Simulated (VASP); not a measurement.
# Sr3Ca5Pb8 (Pmmm) in VASP: single point with PBEsol

Aim: the single point of Sr3Ca5Pb8 with PBEsol.

All numbers are computed with VASP 6.6.1; they aren't measurements. Logs are shortened: lines on timing, memory, paths and dates and some standing lists are left out, and cuts for length are marked.

### 1 The cell of the first run

Symmetry: Pmmm, No. 47, orthorhombic system. The conventional cell has a = 7.133 Å, b = 7.133 Å, c = 9.255 Å, α = 90.00°, β = 90.00°, γ = 90.00°. Within 4.7 Å of Pb (site symmetry 1) lie 5 Ca at 3.42 Å and 3 Sr at 3.42 Å and 6 Pb at 3.57 to 4.63 Å. Within 4.7 Å of Ca (site symmetry mmm) lie 8 Pb at 3.42 Å and 2 Ca at 3.57 Å and 4 Sr at 3.57 to 4.63 Å. Within 4.7 Å of Ca (site symmetry mmm) lie 8 Pb at 3.42 Å and 2 Ca at 3.57 Å and 4 Sr at 3.57 to 4.63 Å. Ca (site symmetry mmm) has 8 Pb at 3.42 Å and 4 Ca at 3.57 to 4.63 Å and 2 Sr at 3.57 Å within 4.7 Å. Ca (site symmetry mmm) has 8 Pb at 3.42 Å and 4 Ca at 3.57 to 4.63 Å and 2 Sr at 3.57 Å within 4.7 Å. Ca (site symmetry mmm) has 8 Pb at 3.42 Å and 4 Ca at 3.57 Å and 2 Sr at 4.63 Å within 4.7 Å. Sr (site symmetry mmm) has 8 Pb at 3.42 Å and 6 Ca at 3.57 to 4.63 Å within 4.7 Å. Sr (site symmetry mmm) has 8 Pb at 3.42 Å and 4 Ca at 3.57 to 4.63 Å and 2 Sr at 3.57 Å within 4.7 Å.

### 2 Single point, PBEsol

INCAR reads:

```
PREC = Accurate
ENCUT = 520
EDIFF = 1E-6
ISMEAR = 1
SIGMA = 0.1
LREAL = Auto
LASPH = T
NELM = 100
ALGO = Normal
ISIF = 2
LWAVE = F
LCHARG = F
GGA = PS
NBANDS = 110
```

KPOINTS reads:

```
Automatic mesh
0
Gamma
  3 3 2
```

POSCAR reads:

```
Sr3Ca5Pb8
1.0
    7.1332720000      0.0000000000      0.0000000000
    0.0000000000      7.1332720000      0.0000000000
    0.0000000000      0.0000000000      9.2550240000
Pb Ca Sr
8 5 3
Direct
    0.2500000000      0.2500000000      0.2500000000
    0.2500000000      0.2500000000      0.7500000000
    0.2500000000      0.7500000000      0.2500000000
    0.2500000000      0.7500000000      0.7500000000
    0.7500000000      0.2500000000      0.2500000000
    0.7500000000      0.2500000000      0.7500000000
    0.7500000000      0.7500000000      0.2500000000
    0.7500000000      0.7500000000      0.7500000000
    0.0000000000      0.0000000000      0.0000000000
    0.0000000000      0.5000000000      0.5000000000
    0.5000000000      0.0000000000      0.0000000000
    0.5000000000      0.0000000000      0.5000000000
    0.5000000000      0.5000000000      0.5000000000
    0.0000000000      0.0000000000      0.5000000000
    0.0000000000      0.5000000000      0.0000000000
    0.5000000000      0.5000000000      0.0000000000
```

Potentials or basis: VASP PAW PBE potentials, release 64 (Pb_d, Ca_sv, Sr_sv).

The run is started by

```console
$ cat potpaw_PBE.64/Pb_d/POTCAR potpaw_PBE.64/Ca_sv/POTCAR potpaw_PBE.64/Sr_sv/POTCAR > POTCAR
$ mpirun -np 1 vasp_std > vasp.out
```

OUTCAR:

```text
PREC = Accurate
   ENCUT = 520
   EDIFF = 1E-6
   ISMEAR = 1
   LREAL = Auto
   LASPH = T
   NELM = 100
   ISIF = 2
   GGA = PS

 ion  position               nearest neighbor table
   1  0.250  0.250  0.250-   9 3.42  10 3.42  11 3.42  12 3.42  13 3.42  14 3.42  15 3.42  16 3.42
                             3 3.57   5 3.57   3 3.57   5 3.57
   2  0.250  0.250  0.750-   9 3.42  10 3.42  11 3.42  12 3.42  13 3.42  14 3.42  15 3.42  16 3.42
                             4 3.57   6 3.57   4 3.57   6 3.57
   3  0.250  0.750  0.250-   9 3.42  10 3.42  11 3.42  12 3.42  13 3.42  14 3.42  15 3.42  16 3.42
                             1 3.57   7 3.57   1 3.57   7 3.57
   4  0.250  0.750  0.750-   9 3.42  10 3.42  11 3.42  12 3.42  13 3.42  14 3.42  15 3.42  16 3.42
                             2 3.57   8 3.57   2 3.57   8 3.57
   5  0.750  0.250  0.250-   9 3.42  10 3.42  11 3.42  12 3.42  13 3.42  14 3.42  15 3.42  16 3.42
                             1 3.57   7 3.57   7 3.57   1 3.57
   6  0.750  0.250  0.750-   9 3.42  10 3.42  11 3.42  12 3.42  13 3.42  14 3.42  15 3.42  16 3.42
                             2 3.57   8 3.57   8 3.57   2 3.57
   7  0.750  0.750  0.250-   9 3.42  10 3.42  11 3.42  12 3.42  13 3.42  14 3.42  15 3.42  16 3.42
                             3 3.57   5 3.57   5 3.57   3 3.57
   8  0.750  0.750  0.750-   9 3.42  10 3.42  11 3.42  12 3.42  13 3.42  14 3.42  15 3.42  16 3.42
                             4 3.57   6 3.57   6 3.57   4 3.57
   9  0.000  0.000  0.000-   1 3.42   2 3.42   3 3.42   4 3.42   5 3.42   6 3.42   7 3.42   8 3.42
[... 9 lines left out ...]
  14  0.000  0.000  0.500-   1 3.42   2 3.42   3 3.42   4 3.42   5 3.42   6 3.42   7 3.42   8 3.42
                            10 3.57  12 3.57  10 3.57  12 3.57
  15  0.000  0.500  0.000-   1 3.42   2 3.42   3 3.42   4 3.42   5 3.42   6 3.42   7 3.42   8 3.42
                             9 3.57  16 3.57   9 3.57  16 3.57
  16  0.500  0.500  0.000-   1 3.42   2 3.42   3 3.42   4 3.42   5 3.42   6 3.42   7 3.42   8 3.42
                            11 3.57  15 3.57  11 3.57  15 3.57

  LATTYP: Found a simple tetragonal cell.
 ALAT       =     7.1332720000
 C/A-ratio  =     1.2974444266

  Lattice vectors:

 A1 = (   7.1332720000,   0.0000000000,   0.0000000000)
 A2 = (   0.0000000000,   7.1332720000,   0.0000000000)
 A3 = (   0.0000000000,   0.0000000000,   9.2550240000)

Analysis of symmetry for initial positions (statically):
=====================================================================
 Subroutine PRICEL returns:
 Original cell was already a primitive cell.

 Routine SETGRP: Setting up the symmetry group for a
 simple tetragonal supercell.

 Subroutine GETGRP returns: Found  8 space group operations
 (whereof  8 operations were pure point group operations)
 out of a pool of 16 trial point group operations.

[... 135 lines left out ...]
   PSTRESS=    0.0 pullay stress
   NELECT =     192.0000    total number of electrons
   NUPDOWN=      -1.0000    fix difference up-down
   EMIN   =  10.00;   EMAX   =-10.00  energy-range for DOS
   EFERMI =   0.00;   METHOD = LEGACY
   ISMEAR =     1;   SIGMA  =   0.10  broadening in eV -4-tet -1-fermi 0-gaus
   EFERMI_NEDOS =   21; number of points for ismear=-14 and -15
   IALGO  =     38    algorithm
   IMIX   =      4    mixing-type and parameters
     AMIX     =   0.40;   BMIX     =  1.00
     AMIX_MAG =   1.60;   BMIX_MAG =  1.00
  volume/ion in A,a.u.               =      29.43       198.62
  Fermi-wavevector in a.u.,A,eV,Ry     =   1.213920  2.293977 20.049582  1.473603
  Thomas-Fermi vector in A             =   2.349357
   LORBIT       =      0    0 simple, 1 ext, 2 COOP (PROOUT), +10 PAW based schemes
   GGA     = PS    functional components
   LHFCALC =     F    Hartree Fock is set to
   AEXX    =    0.0000 exact exchange contribution
   IVDW    =     0    specifies the selected vdW correction
   LEPSILON=     F    determine dielectric tensor
   LRPA    =     F    only Hartree local field effects (RPA)
 non-spin polarized calculation
 Methfessel and Paxton  Order N= 1 SIGMA  =   0.10
  energy-cutoff  :      520.00
  volume of cell :      470.93
 maximum number of plane-waves:     12755
 NGX is ok and might be reduce to    54
   NGX = 27   NGY = 27   NGZ = 35

 number of electron     191.9999978 magnetization

 Free energy of the ion-electron system (eV)
  ---------------------------------------------------
  ext. energy  EPLUGINS =         0.00000000
  ---------------------------------------------------
  free energy    TOTEN  =       -56.95629450 eV

  energy without entropy =      -56.94850377  energy(sigma->0) =      -56.95369759

 E-fermi :   5.6691     XC(G=0):  -9.8435

 val. band max:        5.6581377283   @ k =   0.0000   0.0000   0.0000
 cond. band min:       5.6693988533   @ k =   0.3333   0.3333   0.0000
 fundamental gap:      0.0112611250
 Fermi energy:         5.6690520112

 k-point     1 :       0.0000    0.0000    0.0000
  band No.  band energies     occupation
      1     -35.8911      2.00000
      2     -35.8889      2.00000
      3     -35.8706      2.00000
      4     -35.8594      2.00000
      5     -35.8380      2.00000
      6     -30.1289      2.00000
[... 877 lines left out ...]
    107       7.2855     -0.00000
    108       7.2881     -0.00000
 [bands above 108 left out]

------------------------ aborting loop because EDIFF is reached ----------------------------------------

  FORCE on cell =-STRESS in cart. coord.  units (eV):
  Direction    XX          YY          ZZ          XY          YZ          ZX
  --------------------------------------------------------------------------------------
  -------------------------------------------------------------------------------------
  Total        2.2605329      2.0485764      6.0889249     -0.0000000      0.0000000      0.0000000
  in kB        7.6907075      6.9695964     20.7155314     -0.0000000      0.0000000      0.0000000
  external PRESSURE =      11.7919451 kB  Pullay stress =       0.0000000 kB

 VOLUME and BASIS-vectors are now :
 -----------------------------------------------------------------------------
  energy-cutoff  :      520.00
  volume of cell :      470.93
      direct lattice vectors                 reciprocal lattice vectors
     7.133272000  0.000000000  0.000000000     0.140188121  0.000000000  0.000000000
     0.000000000  7.133272000  0.000000000     0.000000000  0.140188121  0.000000000
     0.000000000  0.000000000  9.255024000     0.000000000  0.000000000  0.108049423

 POSITION                                       TOTAL-FORCE (eV/Angst)
 -----------------------------------------------------------------------------------
      1.78332      1.78332      2.31376         0.096145     -0.094761      0.115092
      1.78332      1.78332      6.94127         0.096145     -0.094761     -0.115092
      1.78332      5.34995      2.31376         0.096145      0.094761      0.115092
      1.78332      5.34995      6.94127         0.096145      0.094761     -0.115092
      5.34995      1.78332      2.31376        -0.096145     -0.094761      0.115092
      5.34995      1.78332      6.94127        -0.096145     -0.094761     -0.115092
[... 8 lines left out ...]
      0.00000      3.56664      0.00000         0.000000      0.000000      0.000000
      3.56664      3.56664      0.00000         0.000000      0.000000      0.000000
 -----------------------------------------------------------------------------------
    total drift:                                0.000000      0.000000     -0.000000

  FREE ENERGIE OF THE ION-ELECTRON SYSTEM (eV)
  ---------------------------------------------------
  free  energy   TOTEN  =       -56.9562945012 eV

  energy  without entropy=      -56.9485037692  energy(sigma->0) =      -56.95369759
```

OSZICAR:

```text
N       E                     dE             d eps       ncg     rms          rms(c)
DAV:   1     0.261237047428E+04    0.26124E+04   -0.89445E+04  1760   0.191E+03
DAV:   2     0.287275374073E+03   -0.23251E+04   -0.22764E+04  1760   0.568E+02
DAV:   3    -0.280139758025E+02   -0.31529E+03   -0.30646E+03  2134   0.241E+02
DAV:   4    -0.550179080478E+02   -0.27004E+02   -0.26485E+02  2360   0.630E+01
DAV:   5    -0.574624012762E+02   -0.24445E+01   -0.24182E+01  3184   0.152E+01    0.369E+01
DAV:   6    -0.571015774719E+02    0.36082E+00   -0.20438E+00  2616   0.648E+00    0.205E+01
DAV:   7    -0.569561836238E+02    0.14539E+00   -0.56988E-01  2240   0.440E+00    0.127E+00
DAV:   8    -0.569545682213E+02    0.16154E-02   -0.10820E-01  2712   0.162E+00    0.478E-01
DAV:   9    -0.569559775872E+02   -0.14094E-02   -0.10583E-02  3048   0.353E-01    0.234E-01
DAV:  10    -0.569562559525E+02   -0.27837E-03   -0.60022E-04  2800   0.110E-01    0.891E-02
DAV:  11    -0.569562930733E+02   -0.37121E-04   -0.18466E-04  2640   0.593E-02    0.162E-02
DAV:  12    -0.569562944047E+02   -0.13314E-05   -0.18807E-05  2568   0.178E-02    0.682E-03
DAV:  13    -0.569562945012E+02   -0.96574E-07   -0.12362E-06  1296   0.547E-03
   1 F= -.56956295E+02 E0= -.56953698E+02  d E =-.779073E-02
```

stdout:

```text
POSCAR found type information on POSCAR PbCaSr
 POSCAR found :  3 types and      16 ions
 scaLAPACK will be used
 -----------------------------------------------------------------------------
|                                                                             |
|                                                                             |
|     You enforced a specific xc type in the INCAR file but a different       |
|     I HOPE YOU KNOW WHAT YOU ARE DOING!                                     |
|                                                                             |
 -----------------------------------------------------------------------------

 LDA part: xc-table for (Slater+PW92), standard interpolation
 POSCAR, INCAR and KPOINTS ok, starting setup
 FFT: planning ... GRIDC
 FFT: planning ... GRID_SOFT
 FFT: planning ... GRID
 WAVECAR not read
 entering main loop
```

It took 5.5 min on 1 thread of Intel Xeon 6975P-C (Granite Rapids), shared host; peak memory 0.62 GiB.

Results:

| Property | Result |
| --- | --- |
| Free energy | -56.9563 eV |
| Pressure | 1.2 GPa |
| Largest force | 0.177 eV/Å |
| Band gap on the k mesh | zero (bands 96 and 97 overlap by 0.01 eV) |

Forces on the atoms (eV/Å):
```
Pb   0.096 -0.095  0.115
Pb   0.096 -0.095 -0.115
Pb   0.096  0.095  0.115
Pb   0.096  0.095 -0.115
Pb  -0.096 -0.095  0.115
Pb  -0.096 -0.095 -0.115
Pb  -0.096  0.095  0.115
Pb  -0.096  0.095 -0.115
Ca   0.000  0.000  0.000
Ca   0.000  0.000  0.000
Ca   0.000  0.000  0.000
Ca   0.000  0.000  0.000
Ca   0.000  0.000  0.000
Sr   0.000  0.000  0.000
Sr   0.000  0.000  0.000
Sr   0.000  0.000  0.000
```

Caveat: the PAW data sets were made with another functional, which shifts forces and pressure a little; spin-orbit coupling is left out, which moves the levels of the heavy elements.
